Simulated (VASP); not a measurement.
# Na (Im-3m) in VASP: single point with PBE

Aim: the single point of Na with PBE.

Program: VASP 6.6.1. These are calculated values, not measurements. Logs are shortened: lines on timing, memory, paths and dates and some standing lists are left out, and cuts for length are marked.

## Step 1: The cell of the first run

Symmetry: Im-3m, No. 229, cubic system. Conventional cell: a = 4.731 Å, b = 4.731 Å, c = 4.731 Å, α = 90.00°, β = 90.00°, γ = 90.00°. Na (site symmetry m-3m) has 14 Na at 4.10 to 4.73 Å within 5.4 Å.

## Step 2: Single point, PBE (Rb replaced by Na, lengths x 0.853, strained)

Input file INCAR:

```
SYSTEM = Na
ALGO = Normal
EDIFF = 1E-6
ENCUT = 520
GGA = PE
ISIF = 2
ISMEAR = 0
LASPH = .TRUE.
LCHARG = .FALSE.
LREAL = .FALSE.
LWAVE = .FALSE.
NBANDS = 10
NELM = 80
PREC = Accurate
SIGMA = 0.1
```

Input file KPOINTS:

```
k-points
0
G
  12 12 12
  0 0 0
```

Input file POSCAR:

```
Na
1.0
   -2.3655710563      2.3655710563      2.3655710563
    2.3655710563     -2.3655710563      2.3655710563
    2.3655710563      2.3655710563     -2.3655710563
Na
1
Direct
    0.0000000000      0.0000000000      0.0000000000
```

Potentials or basis: VASP PAW PBE potentials, release 64 (Na_pv).

Launch:

```bash
> cat potpaw_PBE.64/Na_pv/POTCAR > POTCAR
> mpirun -np 1 vasp_std > vasp.out
```

OUTCAR:

```text
SYSTEM = Na
   EDIFF = 1E-6
   ENCUT = 520
   GGA = PE
   ISIF = 2
   ISMEAR = 0
   LASPH = .TRUE.
   LREAL = .FALSE.
   NELM = 80
   PREC = Accurate

 ion  position               nearest neighbor table
   1  0.000  0.000  0.000-

  LATTYP: Found a body centered cubic cell.
 ALAT       =     4.7311421126

  Lattice vectors:

 A1 = (  -2.3655710563,   2.3655710563,   2.3655710563)
 A2 = (   2.3655710563,  -2.3655710563,   2.3655710563)
 A3 = (   2.3655710563,   2.3655710563,  -2.3655710563)

Analysis of symmetry for initial positions (statically):
=====================================================================
 Subroutine PRICEL returns:
 Original cell was already a primitive cell.

 Routine SETGRP: Setting up the symmetry group for a
 body centered cubic supercell.

 Subroutine GETGRP returns: Found 48 space group operations
 (whereof 48 operations were pure point group operations)
 out of a pool of 48 trial point group operations.

The static configuration has the point symmetry O_h .

Analysis of symmetry for dynamics (positions and initial velocities):
=====================================================================
 Subroutine PRICEL returns:
 Original cell was already a primitive cell.

 Routine SETGRP: Setting up the symmetry group for a
 body centered cubic supercell.

 Subroutine GETGRP returns: Found 48 space group operations
 (whereof 48 operations were pure point group operations)
 out of a pool of 48 trial point group operations.

The dynamic configuration has the point symmetry O_h .

 Subroutine INISYM returns: Found 48 space group operations
 (whereof 48 operations are pure point group operations),
 and found     1 'primitive' translations

----------------------------------------------------------------------------------------

                                     Primitive cell

  volume of cell :      52.9502

  direct lattice vectors                    reciprocal lattice vectors
    -2.365571056  2.365571056  2.365571056     0.000000000  0.211365454  0.211365454
     2.365571056 -2.365571056  2.365571056     0.211365454  0.000000000  0.211365454
     2.365571056  2.365571056 -2.365571056     0.211365454  0.211365454  0.000000000

  length of vectors
     4.097289258  4.097289258  4.097289258     0.298915891  0.298915891  0.298915891

  position of ions in fractional coordinates (direct lattice)
     0.000000000  0.000000000  0.000000000

  ion indices of the primitive-cell ions
[... 79 lines left out ...]
   NFREE  =      0    steps in history (QN), initial steepest desc. (CG)
   ISIF   =      2    stress and relaxation
   ISYM   =      2    0-nonsym 1-usesym 2-fastsym
   POTIM  = 0.5000    time-step for ionic-motion
   TEBEG  =    0.0;   TEEND  =   0.0 temperature during run
   PSTRESS=    0.0 pullay stress
   NELECT =       7.0000    total number of electrons
   NUPDOWN=      -1.0000    fix difference up-down
   EMIN   =  10.00;   EMAX   =-10.00  energy-range for DOS
   EFERMI =   0.00;   METHOD = LEGACY
   ISMEAR =     0;   SIGMA  =   0.10  broadening in eV -4-tet -1-fermi 0-gaus
   EFERMI_NEDOS =   21; number of points for ismear=-14 and -15
   IALGO  =     38    algorithm
   IMIX   =      4    mixing-type and parameters
     AMIX     =   0.40;   BMIX     =  1.00
     AMIX_MAG =   1.60;   BMIX_MAG =  1.00
  volume/ion in A,a.u.               =      52.95       357.33
  Fermi-wavevector in a.u.,A,eV,Ry     =   0.833972  1.575979  9.462980  0.695509
  Thomas-Fermi vector in A             =   1.947286
   LORBIT       =      0    0 simple, 1 ext, 2 COOP (PROOUT), +10 PAW based schemes
   GGA     = PE    functional components
   LHFCALC =     F    Hartree Fock is set to
   AEXX    =    0.0000 exact exchange contribution
   IVDW    =     0    specifies the selected vdW correction
   LEPSILON=     F    determine dielectric tensor
   LRPA    =     F    only Hartree local field effects (RPA)
 non-spin polarized calculation
 Gauss-broadening in eV      SIGMA  =   0.10
  energy-cutoff  :      520.00
  volume of cell :       52.95
 maximum number of plane-waves:      1464
   NGX = 15   NGY = 15   NGZ = 15

 number of electron       6.9999989 magnetization

 Free energy of the ion-electron system (eV)
  ---------------------------------------------------
  ext. energy  EPLUGINS =         0.00000000
  ---------------------------------------------------
  free energy    TOTEN  =        -1.21605679 eV

  energy without entropy =       -1.21186614  energy(sigma->0) =       -1.21396146

 E-fermi :  -0.5506     XC(G=0):  -5.6465

 val. band max:       -0.5816651232   @ k =  -0.3333   0.4167   0.1667
 cond. band min:      -0.4895563035   @ k =   0.3333   0.1667  -0.0000
 fundamental gap:      0.0921088197
 Fermi energy:        -0.5506035262

 k-point     1 :       0.0000    0.0000    0.0000
  band No.  band energies     occupation
      1     -25.7617      2.00000
      2     -25.7617      2.00000
      3     -25.7617      2.00000
      4      -3.1215      2.00000
      5       9.0904      0.00000
      6       9.0904      0.00000
      7       9.0904      0.00000
      8       9.7886      0.00000
      9       9.7886      0.00000
     10       9.7895      0.00000
[... 287 lines left out ...]
 k-point    24 :       0.4167    0.0833    0.0833
  band No.  band energies     occupation
      1     -25.7701      2.00000
      2     -25.7653      2.00000
      3     -25.7622      2.00000
      4       0.3525      0.00000
      5       0.5201      0.00000
      6       4.6112      0.00000
      7       4.9911      0.00000
      8       8.9382      0.00000
      9       9.2787      0.00000
     10      12.7670      0.00000

 [... further k-points ...]

------------------------ aborting loop because EDIFF is reached ----------------------------------------

  FORCE on cell =-STRESS in cart. coord.  units (eV):
  Direction    XX          YY          ZZ          XY          YZ          ZX
  --------------------------------------------------------------------------------------
  -------------------------------------------------------------------------------------
  Total       -0.4777104     -0.4777104     -0.4777104     -0.0000000      0.0000000     -0.0000000
  in kB      -14.4546418    -14.4546418    -14.4546418     -0.0000000      0.0000000     -0.0000000
  external PRESSURE =     -14.4546418 kB  Pullay stress =       0.0000000 kB

 VOLUME and BASIS-vectors are now :
 -----------------------------------------------------------------------------
  energy-cutoff  :      520.00
  volume of cell :       52.95
      direct lattice vectors                 reciprocal lattice vectors
    -2.365571056  2.365571056  2.365571056     0.000000000  0.211365454  0.211365454
     2.365571056 -2.365571056  2.365571056     0.211365454  0.000000000  0.211365454
     2.365571056  2.365571056 -2.365571056     0.211365454  0.211365454  0.000000000

 POSITION                                       TOTAL-FORCE (eV/Angst)
 -----------------------------------------------------------------------------------
      0.00000      0.00000      0.00000         0.000000      0.000000      0.000000
 -----------------------------------------------------------------------------------
    total drift:                               -0.000000     -0.000000      0.000000

  FREE ENERGIE OF THE ION-ELECTRON SYSTEM (eV)
  ---------------------------------------------------
  free  energy   TOTEN  =        -1.2160567933 eV

  energy  without entropy=       -1.2118661355  energy(sigma->0) =       -1.21396146
```

OSZICAR:

```text
N       E                     dE             d eps       ncg     rms          rms(c)
DAV:   1     0.260674999114E+02    0.26067E+02   -0.35713E+03  1448   0.521E+02
DAV:   2    -0.626813871125E+00   -0.26694E+02   -0.26583E+02  1468   0.134E+02
DAV:   3    -0.120910782401E+01   -0.58229E+00   -0.58175E+00  1792   0.232E+01
DAV:   4    -0.121521029814E+01   -0.61025E-02   -0.61020E-02  1712   0.233E+00
DAV:   5    -0.121532744655E+01   -0.11715E-03   -0.11715E-03  1728   0.322E-01    0.210E-01
DAV:   6    -0.121576981563E+01   -0.44237E-03   -0.62427E-04  1714   0.295E-01    0.146E-01
DAV:   7    -0.121606975660E+01   -0.29994E-03   -0.14388E-03  1600   0.370E-01    0.160E-02
DAV:   8    -0.121605443271E+01    0.15324E-04   -0.74372E-05  1884   0.137E-01    0.391E-03
DAV:   9    -0.121605593564E+01   -0.15029E-05   -0.54027E-07  1602   0.774E-03    0.177E-03
DAV:  10    -0.121605679327E+01   -0.85763E-06   -0.21528E-07   992   0.457E-03
   1 F= -.12160568E+01 E0= -.12139615E+01  d E =-.419066E-02
```

stdout:

```text
POSCAR found type information on POSCAR Na
 POSCAR found :  1 types and       1 ions
 scaLAPACK will be used
 LDA part: xc-table for (Slater+PW92), standard interpolation
 POSCAR, INCAR and KPOINTS ok, starting setup
 FFT: planning ... GRIDC
 FFT: planning ... GRID_SOFT
 FFT: planning ... GRID
 WAVECAR not read
 entering main loop
```

Run time: 46 s. Hardware: 1 thread of AMD EPYC 7R13, shared host; peak memory 0.15 GiB.

What came out:

```yaml
Free_energy: -1.2161 eV
Pressure: -1.4 GPa
```

Levels at points of the mesh, in eV from the Fermi level:
```tsv
k point	band 1	band 2	band 3	band 4	band 5	band 6
(0.00, 0.00, 0.00)	-25.21	-25.21	-25.21	-2.57	9.64	9.64
(0.50, 0.00, 0.00)	-25.22	-25.21	-25.21	0.73	0.88	6.87
(0.50, 0.50, 0.50)	-25.22	-25.22	-25.22	3.86	3.86	3.86
```

Caveat: the cell differs from its parent crystal (Rb replaced by Na, lengths x 0.853, strained).
